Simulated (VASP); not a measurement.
Set up this calculation in VASP 6.6.1, as the native input.

```
Task                   : single point
Functional             : PBE
Dispersion             : D3(BJ)
Potentials or basis    : VASP PAW PBE potentials, release 64 (C)
Cutoff                 : 520 eV
k mesh                 : 21 × 21 × 12
Occupations            : gaussian, width 0.15 eV
Spin                   : no spin polarisation
Dipole correction      : no
Further INCAR settings : ALGO = Normal; EDIFF = 1e-06; NBANDS = 11
```

The structure of C lies in POSCAR:

```
C
1.0
    2.4646600538      0.0000000000      0.0000000000
   -1.2323300269      2.1344582183      0.0000000000
    0.0000000000      0.0000000000      3.5719697732
C
2
Direct
    0.3171039146      0.6666666667     -0.0087626721
    0.6828960854      0.3333333333      0.0087626721
```

This cell differs from its parent crystal: atoms displaced along several vibrational modes.

These files were run (other wordings do the same):

INCAR

```
SYSTEM = C
ALGO = Normal
EDIFF = 1E-6
ENCUT = 520
GGA = PE
ISIF = 2
ISMEAR = 0
IVDW = 12
LASPH = .True.
LCHARG = .False.
LREAL = .False.
LWAVE = .False.
NBANDS = 11
NELM = 80
PREC = Accurate
SIGMA = 0.15
```

KPOINTS

```
k-points
0
Gamma
  21 21 12
  0 0 0
```

Potentials or basis: VASP PAW PBE potentials, release 64 (C).

The run is started by

```console
$ cat potpaw_PBE.64/C/POTCAR > POTCAR
$ mpirun -np 1 vasp_std > vasp.out
```

It gave:

```
Pressure                   : 2.9 GPa
Largest force              : 4.397 eV/Å
Band gap on the k mesh     : zero (bands 4 and 5 overlap by 0.38 eV)
Dispersion energy per atom : -0.145 eV
```

Caveat: the cell differs from its parent crystal (atoms displaced along several vibrational modes); the stress differs along the axes, from -1 to 5 GPa; forces of over 1 eV/Å act on the atoms, so gaps and moduli don't describe the material at rest.

Run time: 2.9 min on 1 thread of Intel(R) Xeon(R) 6975P-C (Granite Rapids), on a shared host, peak memory 0.51 GiB.
